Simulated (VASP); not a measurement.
A run of VASP 6.6.1 is set up as follows.

INCAR

```
ALGO = Normal
EDIFF = 1E-7
ENCUT = 520
GGA = CA
ISIF = 2
ISMEAR = 0
LASPH = T
LCHARG = T
LELF = T
LREAL = F
LVHAR = T
LWAVE = F
NBANDS = 35
NELM = 80
PREC = Accurate
SIGMA = 0.02
```

The input KPOINTS:

```
k-points
0
Gamma
  6 6 8
```

Contents of POSCAR:

```
SnO2
1.0
    4.6740587609      0.0000000000      0.0000000000
    0.0000000000      4.6770040217      0.0000000000
    0.0000000000      0.0000000000      3.3176201792
Sn O
2 4
Direct
    0.5000000000      0.5000000000      0.5000000000
    0.0000000000      0.0000000000      0.0000000000
    0.3066618194      0.3069454243      0.0000000000
    0.8066618194      0.1930545757      0.5000000000
    0.1933381806      0.8069454243      0.5000000000
    0.6933381806      0.6930545757      0.0000000000
```

Potentials or basis: VASP PAW LDA potentials, release 64 (Sn_d, O).

Command:

```bash
$ cat potpaw_LDA.64/Sn_d/POTCAR potpaw_LDA.64/O/POTCAR > POTCAR
$ mpirun -np 1 vasp_std > vasp.out
```

Q: Predict the largest force.

A: 0.094 eV/Å.

Q: Estimate the pressure.

A: -4.4 GPa.

Q: Estimate the band gap on the k mesh.

A: 0.84 eV, direct.

Forces on the atoms (eV/Å):
```
Sn   0.000  0.000  0.000
Sn   0.000  0.000  0.000
O    0.067  0.066  0.000
O    0.067 -0.066  0.000
O   -0.067  0.066  0.000
O   -0.067 -0.066  0.000
```

Caveat: the cell differs from its parent crystal (uniaxial strain along c: +4.0 %); spin-orbit coupling is left out, which moves the levels of the heavy elements.
